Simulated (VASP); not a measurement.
# In3As (Im-3m) in VASP: notebook

The runs below take In3As through single point, relaxation of cell and atoms, with PBE.

All numbers are computed with VASP 6.6.1; they aren't measurements. Logs are shortened: lines on timing, memory, paths and dates and some standing lists are left out, and cuts for length are marked.

## (1) The cell of the first run

The structure is cubic, space group Im-3m (No. 229). The conventional cell has a = 5.956 Å, b = 5.956 Å, c = 5.956 Å, α = 90.00°, β = 90.00°, γ = 90.00°. Within 3.9 Å of In (site symmetry 4/mmm) lie 4 In at 2.98 Å and 2 As at 2.98 Å. Within 3.9 Å of As (site symmetry m-3m) lie 6 In at 2.98 Å.

## (2) Single point, PBE

File INCAR:

```
  PREC = Accurate
  ENCUT = 520
  EDIFF = 1E-7
  ISMEAR = 0
  SIGMA = 0.1
  LREAL = False
  LASPH = True
  NELM = 60
  ALGO = Normal
  ISIF = 2
  LWAVE = False
  LCHARG = True
  GGA = PE
  LELF = True
  LVHAR = True
  NBANDS = 30
```

File KPOINTS:

```
regular mesh
0
Gamma
  4 4 4
```

File POSCAR:

```
In3As
1.0
   -2.9777743668      2.9777743668      2.9777743668
    2.9777743668     -2.9777743668      2.9777743668
    2.9777743668      2.9777743668     -2.9777743668
In As
3 1
Direct
    0.0000000000      0.5000000000      0.5000000000
    0.5000000000      0.0000000000      0.5000000000
    0.5000000000      0.5000000000      0.0000000000
    0.0000000000      0.0000000000      0.0000000000
```

Potentials or basis: VASP PAW PBE potentials, release 64 (In_d, As).

Run with:

```bash
> cat potpaw_PBE.64/In_d/POTCAR potpaw_PBE.64/As/POTCAR > POTCAR
> mpirun -np 1 vasp_std > vasp.out
```

OUTCAR:

```text
PREC = Accurate
   ENCUT = 520
   EDIFF = 1E-7
   ISMEAR = 0
   LREAL = False
   LASPH = True
   NELM = 60
   ISIF = 2
   GGA = PE

 ion  position               nearest neighbor table
   1  0.000  0.500  0.500-   2 2.98   3 2.98   4 2.98   4 2.98   3 2.98   2 2.98
   2  0.500  0.000  0.500-   1 2.98   3 2.98   4 2.98   3 2.98   4 2.98   1 2.98
   3  0.500  0.500  0.000-   1 2.98   2 2.98   4 2.98   2 2.98   1 2.98   4 2.98
   4  0.000  0.000  0.000-   1 2.98   2 2.98   3 2.98   1 2.98   2 2.98   3 2.98

  LATTYP: Found a body centered cubic cell.
 ALAT       =     5.9555487336

  Lattice vectors:

 A1 = (  -2.9777743668,   2.9777743668,   2.9777743668)
 A2 = (   2.9777743668,  -2.9777743668,   2.9777743668)
 A3 = (   2.9777743668,   2.9777743668,  -2.9777743668)

Analysis of symmetry for initial positions (statically):
=====================================================================
 Subroutine PRICEL returns:
 Original cell was already a primitive cell.

 Routine SETGRP: Setting up the symmetry group for a
 body centered cubic supercell.

 Subroutine GETGRP returns: Found 48 space group operations
 (whereof 48 operations were pure point group operations)
 out of a pool of 48 trial point group operations.

The static configuration has the point symmetry O_h .

Analysis of symmetry for dynamics (positions and initial velocities):
=====================================================================
 Subroutine PRICEL returns:
 Original cell was already a primitive cell.

 Routine SETGRP: Setting up the symmetry group for a
 body centered cubic supercell.

 Subroutine GETGRP returns: Found 48 space group operations
 (whereof 48 operations were pure point group operations)
 out of a pool of 48 trial point group operations.

The dynamic configuration has the point symmetry O_h .

 Subroutine INISYM returns: Found 48 space group operations
 (whereof 48 operations are pure point group operations),
 and found     1 'primitive' translations

----------------------------------------------------------------------------------------

                                     Primitive cell

  volume of cell :     105.6174

[... 69 lines left out ...]
   ISPIN  =      1    spin polarized calculation?
   LNONCOLLINEAR =      F non collinear calculations
   LSORBIT =      F    spin-orbit coupling
   LASPH  =      T    aspherical Exc in radial PAW
   ENCUT  =  520.0 eV  38.22 Ry    6.18 a.u.   9.59  9.59  9.59*2*pi/ulx,y,z
   NELM   =     60;   NELMIN=  2; NELMDL= -5     # of ELM steps
   EDIFF  = 0.1E-06   stopping-criterion for ELM
   LREAL  =      F    real-space projection
   EDIFFG = 0.1E-05   stopping-criterion for IOM
   NSW    =      0    number of steps for IOM
   IBRION =     -1    ionic relax: 0-MD 1-quasi-New 2-CG
   NFREE  =      0    steps in history (QN), initial steepest desc. (CG)
   ISIF   =      2    stress and relaxation
   ISYM   =      2    0-nonsym 1-usesym 2-fastsym
   POTIM  = 0.5000    time-step for ionic-motion
   TEBEG  =    0.0;   TEEND  =   0.0 temperature during run
   PSTRESS=    0.0 pullay stress
   NELECT =      44.0000    total number of electrons
   NUPDOWN=      -1.0000    fix difference up-down
   EMIN   =  10.00;   EMAX   =-10.00  energy-range for DOS
   EFERMI =   0.00;   METHOD = LEGACY
   ISMEAR =     0;   SIGMA  =   0.10  broadening in eV -4-tet -1-fermi 0-gaus
   EFERMI_NEDOS =   21; number of points for ismear=-14 and -15
   IALGO  =     38    algorithm
   IMIX   =      4    mixing-type and parameters
     AMIX     =   0.40;   BMIX     =  1.00
     AMIX_MAG =   1.60;   BMIX_MAG =  1.00
  volume/ion in A,a.u.               =      26.40       178.19
  Fermi-wavevector in a.u.,A,eV,Ry     =   1.222683  2.310536 20.340086  1.494954
  Thomas-Fermi vector in A             =   2.357821
   LORBIT       =      0    0 simple, 1 ext, 2 COOP (PROOUT), +10 PAW based schemes
   GGA     = PE    functional components
   LHFCALC =     F    Hartree Fock is set to
   AEXX    =    0.0000 exact exchange contribution
   IVDW    =     0    specifies the selected vdW correction
   LEPSILON=     F    determine dielectric tensor
   LRPA    =     F    only Hartree local field effects (RPA)
 non-spin polarized calculation
 Gauss-broadening in eV      SIGMA  =   0.10
  energy-cutoff  :      520.00
  volume of cell :      105.62
 maximum number of plane-waves:      2899
 NGX is ok and might be reduce to    40
   NGX = 19   NGY = 19   NGZ = 19

 number of electron      44.0000006 magnetization

 Free energy of the ion-electron system (eV)
  ---------------------------------------------------
  ext. energy  EPLUGINS =         0.00000000
  ---------------------------------------------------
  free energy    TOTEN  =       -12.05647951 eV

  energy without entropy =      -12.04256500  energy(sigma->0) =      -12.04952226

 E-fermi :   6.4242     XC(G=0):  -9.8849

 val. band max:        6.1697291461   @ k =   0.5000   0.5000   0.2500
 cond. band min:       6.4707930407   @ k =   0.5000   0.0000   0.0000
 fundamental gap:      0.3010638946
 Fermi energy:         6.4241508920

 k-point     1 :       0.0000    0.0000    0.0000
  band No.  band energies     occupation
      1      -8.7554      2.00000
      2      -8.7554      2.00000
      3      -8.5537      2.00000
      4      -8.5066      2.00000
      5      -8.5066      2.00000
      6      -8.5066      2.00000
[... 253 lines left out ...]
     29      14.1396      0.00000
     30      14.1682      0.00000

------------------------ aborting loop because EDIFF is reached ----------------------------------------

  FORCE on cell =-STRESS in cart. coord.  units (eV):
  Direction    XX          YY          ZZ          XY          YZ          ZX
  --------------------------------------------------------------------------------------
  -------------------------------------------------------------------------------------
  Total        0.1286499      0.1286499      0.1286499      0.0000000     -0.0000000      0.0000000
  in kB        1.9515718      1.9515718      1.9515718      0.0000000     -0.0000000      0.0000000
  external PRESSURE =       1.9515718 kB  Pullay stress =       0.0000000 kB

 VOLUME and BASIS-vectors are now :
 -----------------------------------------------------------------------------
  energy-cutoff  :      520.00
  volume of cell :      105.62
      direct lattice vectors                 reciprocal lattice vectors
    -2.977774367  2.977774367  2.977774367     0.000000000  0.167910640  0.167910640
     2.977774367 -2.977774367  2.977774367     0.167910640  0.000000000  0.167910640
     2.977774367  2.977774367 -2.977774367     0.167910640  0.167910640  0.000000000

 POSITION                                       TOTAL-FORCE (eV/Angst)
 -----------------------------------------------------------------------------------
      2.97777      0.00000      0.00000         0.000000     -0.000000      0.000000
      0.00000      2.97777      0.00000        -0.000000     -0.000000     -0.000000
      0.00000      0.00000      2.97777         0.000000      0.000000      0.000000
      0.00000      0.00000      0.00000        -0.000000      0.000000     -0.000000
 -----------------------------------------------------------------------------------
    total drift:                               -0.000000     -0.000000      0.000000

  FREE ENERGIE OF THE ION-ELECTRON SYSTEM (eV)
  ---------------------------------------------------
  free  energy   TOTEN  =       -12.0564795075 eV

  energy  without entropy=      -12.0425650042  energy(sigma->0) =      -12.04952226
```

It took 26 s on 1 thread of Intel Xeon 6975P-C, shared host; peak memory 0.24 GiB.

Results:

```yaml
Free_energy: -12.0565 eV
Pressure: 0.2 GPa
Band_gap_on_the_k_mesh: zero (band 22 reaches 7.12 eV, above the bottom of band 23 at 5.27 eV)
```

Caveat: the k points lie up to 0.37 Å⁻¹ apart; spin-orbit coupling is left out, which moves the levels of the heavy elements.

(Part 1 of 2 ends here.)
